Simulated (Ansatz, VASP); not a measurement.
## BaS: VASP beside Ansatz

```
CELL_PARAMETERS angstrom
0.06388 3.22569 3.22569
3.22569 0.06388 3.22569
3.22569 3.22569 0.06388
ATOMIC_POSITIONS crystal
Ba 0.00000 0.00000 0.00000
S 0.50000 0.50000 0.50000
```

Change from the starting cell: equal xy, yz and zx shear strains of +2 %.

Alike in both runs: task single point; functional PBE; k mesh 8 × 8 × 8; occupations fermi-dirac, width 0.02 eV; no spin polarisation.

|  | VASP | Ansatz |
| --- | --- | --- |
| version | VASP 6.6.1 | Ansatz 0.2.0 |
| potentials or method | VASP PAW PBE potentials, release 64 (Ba_sv, S), cutoff 520 eV | all-electron LAPW, scalar-relativistic |

|  | VASP | Ansatz | Ansatz less VASP |
| --- | --- | --- | --- |
| gap on the k mesh at the Fermi level (eV) | 2.08 | 2.18 | +0.099 |
| pressure (GPa) | 1.4 | 0.8 | -0.59 |
| traceless stress, the component that is largest in VASP (GPa) | -0.39 | -0.39 | 0.000 |

Ansatz ran all-electron here, and VASP with PAW potentials.

Neither program's run includes spin-orbit coupling.
